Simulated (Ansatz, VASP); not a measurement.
Hf: VASP beside Ansatz

```xyz
1
Lattice="-1.8297 1.8297 1.7565 1.8297 -1.8297 1.7565 1.8297 1.8297 -1.7565" Properties=species:S:1:pos:R:3 pbc="T T T"
Hf    0.0000    0.0000    0.0000
```

Alike in both runs: task single point; functional r2SCAN; k mesh 20 × 20 × 20; occupations gaussian, width 0.15 eV; no spin polarisation.

|  | VASP | Ansatz |
| --- | --- | --- |
| version | VASP 6.6.1 | Ansatz 0.2.0 |
| potentials or method | VASP PAW PBE potentials, release 64 (Hf_pv), cutoff 520 eV | scalar-relativistic, plane waves, PAW |
| valence electrons in the cell | 10 | 26 |

Ansatz gave:

| Item | Value |
| --- | --- |
| gap on the k mesh at the Fermi level (eV) | none |
| pressure (GPa) | -5.3 |
| traceless stress, the component that is largest in VASP (GPa) | -1.88 |

Q: Which values does VASP return?

A: gap on the k mesh at the Fermi level (eV): none; pressure (GPa): -5.8; traceless stress, the component that is largest in VASP (GPa): -1.92.

VASP's potentials were made for PBE, not for r2SCAN. A gap of «none» marks a metal or a gap that the smearing closes. VASP's potentials hold 10 valence electrons a cell and Ansatz's 26, so a difference there can come from the potentials and not from the codes.

Neither program's run includes spin-orbit coupling.
